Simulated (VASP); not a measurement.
Here is a VASP 6.6.1 calculation.

INCAR

```
  PREC = Accurate
  ENCUT = 520
  EDIFF = 1E-7
  ISMEAR = 0
  SIGMA = 0.02
  LREAL = Auto
  LASPH = True
  NELM = 80
  ALGO = Normal
  ISIF = 2
  LWAVE = False
  LCHARG = False
  GGA = PE
  IVDW = 12
  NBANDS = 52
```

The input KPOINTS:

```
regular mesh
0
Gamma
  2 2 2
```

POSCAR

```
TiSi16
1.0
    0.0000000000      5.4300000000      5.4300000000
    5.4300000000      0.0000000000      5.4300000000
    5.4300000000      5.4300000000      0.0000000000
Si Ti
16 1
Direct
    0.0106306630     -0.0329761510      0.0106155617
    0.1188261510      0.1130987109      0.1189079190
   -0.0173166667      0.0034676796      0.5068704420
    0.1183606814      0.1143231123      0.6485185083
   -0.0015046041      0.4911469613     -0.0015458564
    0.1326336096      0.6032168508      0.1322811234
   -0.0016264273      0.4921623389      0.5118634438
    0.1203809392      0.6300150092      0.6252277164
    0.5068123389      0.0034294659     -0.0172445672
    0.6485829650      0.1142575506      0.1183466851
    0.5065857274      0.0045249540      0.5065678637
    0.6145567219      0.1566537753      0.6146182320
    0.5121869245      0.4921136280     -0.0018233886
    0.6252830571      0.6299751381      0.1204248619
    0.4912170350      0.5276759669      0.4912522099
    0.6251029466      0.6309604052      0.6249051565
    0.2630069061      1.2103844383      0.2629943831
```

Potentials or basis: VASP PAW PBE potentials, release 64 (Si, Ti_sv).

Run with:

```sh
$ cat potpaw_PBE.64/Si/POTCAR potpaw_PBE.64/Ti_sv/POTCAR > POTCAR
$ mpirun -np 1 vasp_std > vasp.out
```

(1) Predict the dispersion energy per atom.

(2) Predict the pressure.

(3) Estimate the band gap on the k mesh.

Results:

(1) -0.343 eV.

(2) 0.8 GPa.

(3) zero (bands 38 and 39 overlap by 0.31 eV).

Caveat: the k points lie up to 0.50 Å⁻¹ apart.
